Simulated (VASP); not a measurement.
# Hf (C2/c) in VASP: single point with PBEsol

Aim: the single point of Hf with PBEsol.

Program: VASP 6.6.1. These are calculated values, not measurements. Logs are shortened: lines on timing, memory, paths and dates and some standing lists are left out, and cuts for length are marked.

## (1) The cell of the first run

It takes space group C2/c (No. 15, monoclinic). The conventional cell has a = 3.126 Å, b = 10.211 Å, c = 3.126 Å, α = 90.00°, β = 109.47°, γ = 90.00°. Within 4.0 Å of Hf (site symmetry 2) lie 14 Hf at 2.99 to 3.93 Å.

## (2) Single point, PBEsol

Contents of INCAR:

```
SYSTEM = Hf
PREC = Accurate ; ENCUT = 520
EDIFF = 1E-7 ; ISMEAR = 1
SIGMA = 0.05 ; LREAL = .FALSE.
LASPH = .TRUE. ; NELM = 80
ALGO = Normal ; ISIF = 2
LWAVE = .FALSE. ; LCHARG = .FALSE.
GGA = PS ; NBANDS = 17
```

Contents of KPOINTS:

```
regular mesh
0
G
  7 7 7
  0 0 0
```

Contents of POSCAR:

```
Hf
1.0
   -1.8050000000      1.8050000000      1.8050000000
    1.8050000000     -1.8050000000      1.8050000000
    2.7075000000      4.5125000000     -2.7075000000
Hf
2
Direct
    0.0000000000      0.0000000000      0.0000000000
   -0.2500000000      0.0000000000      0.5000000000
```

Potentials or basis: VASP PAW PBE potentials, release 64 (Hf_pv).

Command:

```console
$ cat potpaw_PBE.64/Hf_pv/POTCAR > POTCAR
$ mpirun -np 1 vasp_std > vasp.out
```

OUTCAR:

```text
SYSTEM = Hf
   PREC = Accurate
   ENCUT = 520
   EDIFF = 1E-7
   ISMEAR = 1
   LREAL = .FALSE.
   LASPH = .TRUE.
   NELM = 80
   ISIF = 2
   GGA = PS

 ion  position               nearest neighbor table
   1  0.000  0.000  0.000-   2 2.99   2 2.99   2 3.13   2 3.13   2 3.61   2 3.61
   2  0.750  0.000  0.500-   1 2.99   1 2.99   1 3.13   1 3.13   1 3.61   1 3.61

  LATTYP: Found a base centered monoclinic cell.
 ALAT       =     3.1263517077
 B/A-ratio  =     3.2659863237
 C/A-ratio  =     1.0000000000
 COS(beta)  =    -0.3333333333

  Lattice vectors:

 A1 = (   2.7075000000,   4.5125000000,   0.9025000000)
 A2 = (  -4.5125000000,  -2.7075000000,   0.9025000000)
 A3 = (   1.8050000000,  -1.8050000000,   1.8050000000)

Analysis of symmetry for initial positions (statically):
=====================================================================
 Subroutine PRICEL returns:
 Original cell was already a primitive cell.

 Routine SETGRP: Setting up the symmetry group for a
 base centered monoclinic supercell.

 Subroutine GETGRP returns: Found  4 space group operations
 (whereof  2 operations were pure point group operations)
 out of a pool of  4 trial point group operations.

The static configuration has the point symmetry C_2 .
 The point group associated with its full space group is C_2h.

Analysis of symmetry for dynamics (positions and initial velocities):
=====================================================================
 Subroutine PRICEL returns:
 Original cell was already a primitive cell.

 Routine SETGRP: Setting up the symmetry group for a
 base centered monoclinic supercell.

 Subroutine GETGRP returns: Found  4 space group operations
 (whereof  2 operations were pure point group operations)
 out of a pool of  4 trial point group operations.

The dynamic configuration has the point symmetry C_2 .
 The point group associated with its full space group is C_2h.

 Subroutine INISYM returns: Found  4 space group operations
 (whereof  2 operations are pure point group operations),
 and found     1 'primitive' translations

----------------------------------------------------------------------------------------

                                     Primitive cell

  volume of cell :      47.0459

  direct lattice vectors                    reciprocal lattice vectors
    -1.805000000  1.805000000  1.805000000    -0.069252078  0.207756233  0.277008310
     1.805000000 -1.805000000  1.805000000     0.277008310  0.000000000  0.277008310
     2.707500000  4.512500000 -2.707500000     0.138504155  0.138504155  0.000000000

  length of vectors
     3.126351708  3.126351708  5.918088268     0.353117695  0.391748909  0.195874455

  position of ions in fractional coordinates (direct lattice)
     0.000000000  0.000000000  0.000000000
     0.750000000  0.000000000  0.500000000

  ion indices of the primitive-cell ions
   primitive index   ion index
                 1           1
                 2           2

----------------------------------------------------------------------------------------

 KPOINTS: regular mesh

Automatic generation of k-mesh.
 Grid dimensions read from file:
 generate k-points for:    7    7    7

 Generating k-lattice:

  Cartesian coordinates                     Fractional coordinates (reciprocal lattice)
    -0.009893154  0.029679462  0.039572616     0.142857143  0.000000000  0.000000000
     0.039572616  0.000000000  0.039572616     0.000000000  0.142857143  0.000000000
     0.019786308  0.019786308  0.000000000     0.000000000  0.000000000  0.142857143

  Length of vectors
     0.050445385  0.055964130  0.027982065

  Shift w.r.t. Gamma in fractional coordinates (k-lattice)
     0.000000000  0.000000000  0.000000000

 Subroutine IBZKPT returns following result:
 ===========================================

 Found    100 irreducible k-points:

 Following reciprocal coordinates:
            Coordinates               Weight
  0.000000  0.000000  0.000000      1.000000
  0.142857  0.000000 -0.000000      4.000000
  0.285714  0.000000  0.000000      4.000000
  0.428571  0.000000  0.000000      4.000000
  0.000000  0.142857  0.000000      4.000000
  0.142857  0.142857  0.000000      4.000000
[... 16 lines left out ...]
 -0.428571  0.428571  0.000000      4.000000
 -0.285714  0.428571  0.000000      4.000000
 [... further k-points ...]
   k-points           NKPTS =    100   k-points in BZ     NKDIM =    100   number of bands    NBANDS=     17
   number of dos      NEDOS =    301   number of ions     NIONS =      2
   total plane-waves  NPLWV =  27648
   dimension x,y,z NGX =    24 NGY =   24 NGZ =   48
   dimension x,y,z NGXF=    48 NGYF=   48 NGZF=   96
   ions per type =               2
   NGX,Y,Z   is equivalent  to a cutoff of  12.76, 12.76, 13.48 a.u.
   NGXF,Y,Z  is equivalent  to a cutoff of  25.52, 25.52, 26.97 a.u.
 SYSTEM =  Hf
   PREC   = accura    normal or accurate (medium, high low for compatibility)
   ISTART =      0    job   : 0-new  1-cont  2-samecut
   ICHARG =      2    charge: 1-file 2-atom 10-const
   ISPIN  =      1    spin polarized calculation?
   LNONCOLLINEAR =      F non collinear calculations
   LSORBIT =      F    spin-orbit coupling
   LASPH  =      T    aspherical Exc in radial PAW
   ENCUT  =  520.0 eV  38.22 Ry    6.18 a.u.   5.81  5.81 11.00*2*pi/ulx,y,z
   NELM   =     80;   NELMIN=  2; NELMDL= -5     # of ELM steps
   EDIFF  = 0.1E-06   stopping-criterion for ELM
   LREAL  =      F    real-space projection
   EDIFFG = 0.1E-05   stopping-criterion for IOM
   NSW    =      0    number of steps for IOM
   IBRION =     -1    ionic relax: 0-MD 1-quasi-New 2-CG
   NFREE  =      0    steps in history (QN), initial steepest desc. (CG)
   ISIF   =      2    stress and relaxation
   ISYM   =      2    0-nonsym 1-usesym 2-fastsym
   POTIM  = 0.5000    time-step for ionic-motion
   TEBEG  =    0.0;   TEEND  =   0.0 temperature during run
   PSTRESS=    0.0 pullay stress
   NELECT =      20.0000    total number of electrons
   NUPDOWN=      -1.0000    fix difference up-down
   EMIN   =  10.00;   EMAX   =-10.00  energy-range for DOS
   EFERMI =   0.00;   METHOD = LEGACY
   ISMEAR =     1;   SIGMA  =   0.05  broadening in eV -4-tet -1-fermi 0-gaus
   EFERMI_NEDOS =   21; number of points for ismear=-14 and -15
   IALGO  =     38    algorithm
   IMIX   =      4    mixing-type and parameters
     AMIX     =   0.40;   BMIX     =  1.00
     AMIX_MAG =   1.60;   BMIX_MAG =  1.00
  volume/ion in A,a.u.               =      23.52       158.74
  Fermi-wavevector in a.u.,A,eV,Ry     =   1.230961  2.326179 20.616432  1.515265
  Thomas-Fermi vector in A             =   2.365789
   LORBIT       =      0    0 simple, 1 ext, 2 COOP (PROOUT), +10 PAW based schemes
   GGA     = PS    functional components
   LHFCALC =     F    Hartree Fock is set to
   AEXX    =    0.0000 exact exchange contribution
   IVDW    =     0    specifies the selected vdW correction
   LEPSILON=     F    determine dielectric tensor
   LRPA    =     F    only Hartree local field effects (RPA)
 non-spin polarized calculation
 Methfessel and Paxton  Order N= 1 SIGMA  =   0.05
  energy-cutoff  :      520.00
  volume of cell :       47.05
 maximum number of plane-waves:      1283
   NGX = 11   NGY = 11   NGZ = 21

 number of electron      19.9999999 magnetization

 Free energy of the ion-electron system (eV)
  ---------------------------------------------------
  ext. energy  EPLUGINS =         0.00000000
  ---------------------------------------------------
  free energy    TOTEN  =       -20.42953703 eV

  energy without entropy =      -20.42903627  energy(sigma->0) =      -20.42937011

 E-fermi :   4.1239     XC(G=0): -11.1463

 val. band max:        4.1217774503   @ k =  -0.1429   0.1429   0.0000
 cond. band min:       4.1260646644   @ k =  -0.1429   0.2857   0.1429
 fundamental gap:      0.0042872141
 Fermi energy:         4.1239140128

 k-point     1 :       0.0000    0.0000    0.0000
  band No.  band energies     occupation
      1     -26.6674      2.00000
      2     -26.0811      2.00000
      3     -25.9624      2.00000
      4     -25.9149      2.00000
      5     -25.8375      2.00000
      6     -25.8113      2.00000
[... 9 lines left out ...]
     16       8.0534      0.00000
     17       8.1067      0.00000

 k-point     2 :       0.1429    0.0000   -0.0000
  band No.  band energies     occupation
      1     -26.6313      2.00000
      2     -26.1153      2.00000
      3     -26.0535      2.00000
      4     -25.9832      2.00000
      5     -25.8527      2.00000
      6     -25.8221      2.00000
[... 9 lines left out ...]
     16       8.0311      0.00000
     17       9.2264      0.00000

 k-point     3 :       0.2857    0.0000    0.0000
  band No.  band energies     occupation
      1     -26.5544      2.00000
      2     -26.3155      2.00000
      3     -26.2202      2.00000
      4     -26.0322      2.00000
      5     -25.8929      2.00000
      6     -25.8420      2.00000
[... 9 lines left out ...]
     16       8.5321      0.00000
     17       9.9384      0.00000

 k-point     4 :       0.4286    0.0000    0.0000
  band No.  band energies     occupation
      1     -26.5289      2.00000
      2     -26.4966      2.00000
      3     -26.3103      2.00000
      4     -26.0254      2.00000
      5     -25.9529      2.00000
      6     -25.8506      2.00000
[... 9 lines left out ...]
     16       9.3081      0.00000
     17       9.5806      0.00000
[... 343 lines left out ...]
      1     -26.5672      2.00000
      2     -26.5027      2.00000
      3     -26.3426      2.00000
      4     -26.3070      2.00000
      5     -26.0915      2.00000
      6     -25.9195      2.00000
[... 9 lines left out ...]
     16      10.1912      0.00000
     17      11.5786      0.00000

 k-point    23 :      -0.4286    0.4286    0.0000
  band No.  band energies     occupation
      1     -26.5506      2.00000
      2     -26.5145      2.00000
      3     -26.3290      2.00000
      4     -26.2241      2.00000
      5     -26.1457      2.00000
      6     -25.9344      2.00000
[... 9 lines left out ...]
     16       9.9130      0.00000
     17      10.4757      0.00000

 k-point    24 :      -0.2857    0.4286    0.0000
  band No.  band energies     occupation
      1     -26.5335      2.00000
      2     -26.4945      2.00000
      3     -26.2168      2.00000
      4     -26.1763      2.00000
      5     -26.1173      2.00000
      6     -25.9524      2.00000
[... 9 lines left out ...]
     16       9.3067      0.00000
     17      10.2634      0.00000

 [... further k-points ...]

------------------------ aborting loop because EDIFF is reached ----------------------------------------

  FORCE on cell =-STRESS in cart. coord.  units (eV):
  Direction    XX          YY          ZZ          XY          YZ          ZX
  --------------------------------------------------------------------------------------
  -------------------------------------------------------------------------------------
  Total       -2.0239805     -2.0239805     -3.4872739     -0.1118813     -0.0560783      0.0560783
  in kB      -68.9279405    -68.9279405   -118.7613265     -3.8101874     -1.9097834      1.9097820
  external PRESSURE =     -85.5390692 kB  Pullay stress =       0.0000000 kB

 VOLUME and BASIS-vectors are now :
 -----------------------------------------------------------------------------
  energy-cutoff  :      520.00
  volume of cell :       47.05
      direct lattice vectors                 reciprocal lattice vectors
    -1.805000000  1.805000000  1.805000000    -0.069252078  0.207756233  0.277008310
     1.805000000 -1.805000000  1.805000000     0.277008310  0.000000000  0.277008310
     2.707500000  4.512500000 -2.707500000     0.138504155  0.138504155  0.000000000

 POSITION                                       TOTAL-FORCE (eV/Angst)
 -----------------------------------------------------------------------------------
      0.00000      0.00000      0.00000         0.388128      0.388128     -0.000000
      0.00000      3.61000      0.00000        -0.388128     -0.388128      0.000000
 -----------------------------------------------------------------------------------
    total drift:                               -0.000000     -0.000000      0.000000

  FREE ENERGIE OF THE ION-ELECTRON SYSTEM (eV)
  ---------------------------------------------------
  free  energy   TOTEN  =       -20.4295370305 eV

  energy  without entropy=      -20.4290362739  energy(sigma->0) =      -20.42937011
```

Wall time 52 s (1 thread of Intel Xeon 6455B, shared host); peak memory 0.21 GiB.

Results:

- Free energy: -20.4295 eV
- Pressure: -8.6 GPa
- Largest force: 0.549 eV/Å
- Band gap on the k mesh: zero (bands 10 and 11 overlap by 0.93 eV)

Forces in eV/Å, atoms in the order of the input:
```
Hf   0.388  0.388  0.000
Hf  -0.388 -0.388  0.000
```

Levels at points of the mesh, in eV from the Fermi level:
| k point | band 7 | band 8 | band 9 | band 10 | band 11 | band 12 | band 13 | band 14 |
| --- | --- | --- | --- | --- | --- | --- | --- | --- |
| (0.00, 0.00, 0.00) | -6.90 | -3.23 | -0.08 | 0.39 | 0.94 | 1.91 | 1.98 | 3.50 |

Caveat: the cell stands under tension; the PAW data sets were made with another functional, which shifts forces and pressure a little; spin-orbit coupling is left out, which moves the levels of the heavy elements.
